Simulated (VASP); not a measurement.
# C (P6_3/mmc) in VASP: a series of runs, part 3 of 3

VASP 6.6.1. The steps go on from the part before.

**4. Single point, PBEsol**

This run uses another cell than the first one, of 9.56 Å³/atom, 1.031 times its volume.

Contents of INCAR:

```
SYSTEM = C
PREC     = Accurate       ! precision mode
ENCUT    = 520            ! plane-wave cutoff, eV
EDIFF    = 1E-6           ! SCF threshold, eV
ISMEAR   = 0              ! smearing method
SIGMA    = 0.1            ! smearing width, eV
LREAL    = .FALSE.        ! projectors in reciprocal space
LASPH    = .TRUE.         ! aspherical terms in the spheres
NELM     = 60             ! most SCF steps
ALGO     = Normal         ! electronic algorithm
ISIF     = 2              ! what is computed and relaxed
LWAVE    = .FALSE.        ! write WAVECAR
LCHARG   = .FALSE.        ! write CHGCAR
GGA      = PS             ! functional
NBANDS   = 16             ! bands
```

Contents of KPOINTS:

```
regular mesh
0
G
  24 24 8
  0 0 0
```

Contents of POSCAR:

```
C
1.0
    2.4588789919      0.0000000000      0.0000000000
   -1.2294394960      2.1294516718      0.0000000000
    0.0000000000      0.0000000000      7.3070043978
C
4
Direct
    0.0000000000      0.0000000000      0.2500000000
    0.0000000000      0.0000000000      0.7500000000
    0.3333333333      0.6666666667      0.2500000000
    0.6666666667      0.3333333333      0.7500000000
```

Launch:

```sh
$ cat potpaw_PBE.64/C/POTCAR > POTCAR
$ mpirun -np 1 vasp_std > vasp.out
```

Wall time 91 s (1 thread of AMD EPYC 7R13 (Zen 3), shared host); peak memory 0.21 GiB.

The run converged. Its results:

* Free energy: -38.5807 eV
* Pressure: 0.6 GPa
* Band gap on the k mesh: zero (band 8 reaches 3.93 eV, above the bottom of band 9 at 3.92 eV)

Stress tensor (GPa, compression positive):
```
 0.96  0.00  0.00
 0.00  0.96  0.00
 0.00  0.00 -0.10
```

Levels at points of the mesh, in eV from the Fermi level:
```csv
k point,band 5,band 6,band 7,band 8,band 9,band 10,band 11,band 12
"(0.00, 0.00, 0.00)",-2.99,-2.99,-2.98,-2.98,3.48,8.35,8.35,8.37
"(0.50, 0.00, 0.00)",-6.42,-6.40,-2.62,-2.19,1.47,1.97,7.34,7.55
"(0.00, 0.00, 0.50)",-2.99,-2.99,-2.99,-2.99,5.53,5.53,8.36,8.36
"(0.50, 0.00, 0.50)",-6.41,-6.41,-2.38,-2.38,1.63,1.63,7.44,7.44
```

Caveat: the PAW data sets were made with another functional, which shifts forces and pressure a little; this functional lacks dispersion, which binds the layers, so the pressure and a relaxed spacing across them are unreliable.

**5. Single point, PBEsol (strain along c alone, the other axes held: +1.5 %)**

Contents of INCAR:

```
PREC = Accurate ; ENCUT = 520
EDIFF = 1E-6 ; ISMEAR = 0
SIGMA = 0.1 ; LREAL = False
LASPH = True ; NELM = 100
ALGO = Normal ; ISIF = 2
LWAVE = False ; LCHARG = False
GGA = PS ; NBANDS = 16
```

Contents of KPOINTS:

```
regular mesh
0
Gamma
  24 24 8
```

Edit POSCAR of step 4 so:

```diff
@@ -4,3 +4,3 @@
    -1.2294394960      2.1294516718      0.0000000000
-    0.0000000000      0.0000000000      7.3070043978
+    0.0000000000      0.0000000000      7.4166094638
 C
```

Launch:

```sh
$ cat potpaw_PBE.64/C/POTCAR > POTCAR
$ mpirun -np 1 vasp_std > vasp.out
```

Run time: 94 s. Hardware: 1 thread of AMD EPYC 7R13 (Zen 3), shared host; peak memory 0.21 GiB.

Results (log left out):

* Free energy: -38.5804 eV
* Pressure: 0.6 GPa
* Band gap on the k mesh: zero (band 8 reaches 3.81 eV, above the bottom of band 9 at 3.81 eV)

Stress tensor (GPa, compression positive):
```
 0.96  0.00  0.00
 0.00  0.96  0.00
 0.00  0.00 -0.19
```

Levels at points of the mesh, in eV from the Fermi level:
```csv
k point,band 4,band 5,band 6,band 7,band 8,band 9,band 10,band 11,band 12,band 13
"(0.00, 0.00, 0.00)",-7.09,-2.99,-2.99,-2.99,-2.99,3.41,8.26,8.34,8.34,8.36
"(0.50, 0.00, 0.00)",-13.26,-6.42,-6.40,-2.59,-2.20,1.48,1.94,7.35,7.53,10.74
"(0.00, 0.00, 0.50)",-7.72,-2.99,-2.99,-2.99,-2.99,5.37,5.37,8.35,8.35,8.35
"(0.50, 0.00, 0.50)",-13.28,-6.41,-6.41,-2.38,-2.38,1.63,1.63,7.44,7.44,11.88
```

Caveat: the cell differs from its parent crystal (strain along c alone, the other axes held: +1.5 %); the PAW data sets were made with another functional, which shifts forces and pressure a little; this functional lacks dispersion, which binds the layers, so the pressure and a relaxed spacing across them are unreliable.

**6. Single point, PBEsol (strain along c alone, the other axes held: +3.0 %)**

Contents of INCAR:

```
SYSTEM = C
ALGO = Normal
EDIFF = 1E-6
ENCUT = 520
GGA = PS
ISIF = 2
ISMEAR = 0
LASPH = .True.
LCHARG = .True.
LELF = .True.
LREAL = .False.
LVHAR = .True.
LWAVE = .False.
NBANDS = 16
NELM = 100
PREC = Accurate
SIGMA = 0.1
```

Contents of KPOINTS:

```
k-points
0
Gamma
  24 24 8
  0 0 0
```

Edit POSCAR of step 5 so:

```diff
@@ -4,3 +4,3 @@
    -1.2294394960      2.1294516718      0.0000000000
-    0.0000000000      0.0000000000      7.4166094638
+    0.0000000000      0.0000000000      7.5262145298
 C
```

Potentials or basis: VASP PAW PBE potentials, release 64 (C).

Launch:

```sh
$ cat potpaw_PBE.64/C/POTCAR > POTCAR
$ mpirun -np 1 vasp_std > vasp.out
```

Wall time 1.7 min (1 thread of AMD EPYC 7R13 (Zen 3), shared host); peak memory 0.22 GiB.

Results (log left out):

```
Free energy            : -38.5800 eV
Pressure               : 0.5 GPa
Band gap on the k mesh : zero (band 8 reaches 3.70 eV, above the bottom of band 9 at 3.69 eV)
```

Stress tensor (GPa, compression positive):
```
 0.95  0.00  0.00
 0.00  0.95  0.00
 0.00  0.00 -0.25
```

Levels at points of the mesh, in eV from the Fermi level:
```tsv
k point	band 6	band 7	band 8	band 9	band 10	band 11
(0.00, 0.00, 0.00)	-2.99	-2.99	-2.99	3.35	8.01	8.34
(0.50, 0.00, 0.00)	-6.41	-2.57	-2.22	1.49	1.92	7.36
(0.00, 0.00, 0.50)	-2.99	-2.99	-2.99	5.22	5.22	8.35
(0.50, 0.00, 0.50)	-6.41	-2.38	-2.38	1.64	1.64	7.44
```

Caveat: the cell differs from its parent crystal (strain along c alone, the other axes held: +3.0 %); the PAW data sets were made with another functional, which shifts forces and pressure a little; this functional lacks dispersion, which binds the layers, so the pressure and a relaxed spacing across them are unreliable.

**7. Single point, PBEsol (strain along c alone, the other axes held: +4.5 %)**

Contents of INCAR:

```
  PREC = Accurate
  ENCUT = 520
  EDIFF = 1E-7
  ISMEAR = 0
  SIGMA = 0.1
  LREAL = False
  LASPH = True
  NELM = 100
  ALGO = Normal
  ISIF = 2
  LWAVE = False
  LCHARG = True
  GGA = PS
  LELF = True
  LVHAR = True
  NBANDS = 16
```

Contents of KPOINTS:

```
Automatic mesh
0
Gamma
  24 24 8
```

Edit POSCAR of step 6 so:

```diff
@@ -4,3 +4,3 @@
    -1.2294394960      2.1294516718      0.0000000000
-    0.0000000000      0.0000000000      7.5262145298
+    0.0000000000      0.0000000000      7.6358195957
 C
```

Potentials or basis: VASP PAW PBE potentials, release 64 (C).

Launch:

```sh
$ cat potpaw_PBE.64/C/POTCAR > POTCAR
$ mpirun -np 1 vasp_std > vasp.out
```

OUTCAR:

```text
PREC = Accurate
   ENCUT = 520
   EDIFF = 1E-7
   ISMEAR = 0
   LREAL = False
   LASPH = True
   NELM = 100
   ISIF = 2
   GGA = PS

 ion  position               nearest neighbor table
   1  0.000  0.000  0.250-   3 1.42   3 1.42   3 1.42
   2  0.000  0.000  0.750-   4 1.42   4 1.42   4 1.42
   3  0.333  0.667  0.250-   1 1.42   1 1.42   1 1.42
   4  0.667  0.333  0.750-   2 1.42   2 1.42   2 1.42

  LATTYP: Found a hexagonal cell.
 ALAT       =     2.4588789919
 C/A-ratio  =     3.1054068219

[... 652 lines left out ...]

  FORCE on cell =-STRESS in cart. coord.  units (eV):
  Direction    XX          YY          ZZ          XY          YZ          ZX
  --------------------------------------------------------------------------------------
  -------------------------------------------------------------------------------------
  Total        0.2348336      0.2348336     -0.0715740     -0.0000000     -0.0000000      0.0000000
  in kB        9.4104473      9.4104473     -2.8681715     -0.0000000     -0.0000000      0.0000000
  external PRESSURE =       5.3175744 kB  Pullay stress =       0.0000000 kB

 VOLUME and BASIS-vectors are now :
 -----------------------------------------------------------------------------
  energy-cutoff  :      520.00
  volume of cell :       39.98
      direct lattice vectors                 reciprocal lattice vectors
     2.458878992  0.000000000  0.000000000     0.406689391  0.234802229  0.000000000
    -1.229439496  2.129451672  0.000000000     0.000000000  0.469604459  0.000000000
     0.000000000  0.000000000  7.635819596     0.000000000  0.000000000  0.130961711

 POSITION                                       TOTAL-FORCE (eV/Angst)
 -----------------------------------------------------------------------------------
      0.00000      0.00000      1.90895        -0.000000      0.000000      0.000000
      0.00000      0.00000      5.72686         0.000000     -0.000000      0.000000
     -0.00000      1.41963      1.90895         0.000000     -0.000000     -0.000000
      1.22944      0.70982      5.72686        -0.000000      0.000000     -0.000000
 -----------------------------------------------------------------------------------
    total drift:                                0.000000     -0.000000      0.000000

  FREE ENERGIE OF THE ION-ELECTRON SYSTEM (eV)
  ---------------------------------------------------
  free  energy   TOTEN  =       -38.5793133357 eV

  energy  without entropy=      -38.5788454311  energy(sigma->0) =      -38.57907938
```

Wall time 1.9 min (1 thread of AMD EPYC 7R13 (Zen 3), shared host); peak memory 0.22 GiB.

Results:

```yaml
Free_energy: -38.5793 eV
Pressure: 0.5 GPa
Band_gap_on_the_k_mesh: zero (filled and empty bands overlap)
```

Stress tensor (GPa, compression positive):
```
 0.94  0.00  0.00
 0.00  0.94  0.00
 0.00  0.00 -0.29
```

Levels at points of the mesh, in eV from the Fermi level:
```csv
k point,band 4,band 5,band 6,band 7,band 8,band 9,band 10,band 11,band 12,band 13
"(0.00, 0.00, 0.00)",-7.19,-3.00,-3.00,-2.99,-2.99,3.29,7.78,8.34,8.34,8.36
"(0.50, 0.00, 0.00)",-13.27,-6.42,-6.41,-2.55,-2.23,1.49,1.89,7.36,7.51,10.69
"(0.00, 0.00, 0.50)",-7.72,-2.99,-2.99,-2.99,-2.99,5.08,5.08,8.35,8.35,8.35
"(0.50, 0.00, 0.50)",-13.28,-6.42,-6.42,-2.38,-2.38,1.64,1.64,7.44,7.44,11.76
```

Caveat: the cell differs from its parent crystal (strain along c alone, the other axes held: +4.5 %); the PAW data sets were made with another functional, which shifts forces and pressure a little; this functional lacks dispersion, which binds the layers, so the pressure and a relaxed spacing across them are unreliable.

**8. The runs side by side**

| cell | gap on the mesh (eV) | pressure (GPa) |
| --- | --- | --- |
| a = 2.459, b = 2.459, c = 7.088 Å, angles 90.0, 90.0, 120.0°, 4 atoms | none | 0.7 |
| a = 2.459, b = 2.459, c = 7.197 Å, angles 90.0, 90.0, 120.0°, 4 atoms | none | 0.7 |
| a = 2.459, b = 2.459, c = 7.307 Å, angles 90.0, 90.0, 120.0°, 4 atoms | none | 0.6 |
| a = 2.459, b = 2.459, c = 7.417 Å, angles 90.0, 90.0, 120.0°, 4 atoms | none | 0.6 |
| a = 2.459, b = 2.459, c = 7.526 Å, angles 90.0, 90.0, 120.0°, 4 atoms | none | 0.5 |
| a = 2.459, b = 2.459, c = 7.636 Å, angles 90.0, 90.0, 120.0°, 4 atoms | none | 0.5 |

Alike in all rows: task single point; level PBEsol; potentials or basis VASP PAW PBE potentials, release 64 (C); no spin polarisation; k mesh 24 × 24 × 8; cutoff (eV) 520; smearing gaussian 0.1 eV.

Caveats: the PAW data sets were made with another functional, which shifts forces and pressure a little; this functional lacks dispersion, which binds the layers, so the pressure and a relaxed spacing across them are unreliable.

Absolute energies hang on the potentials; compare differences alone.
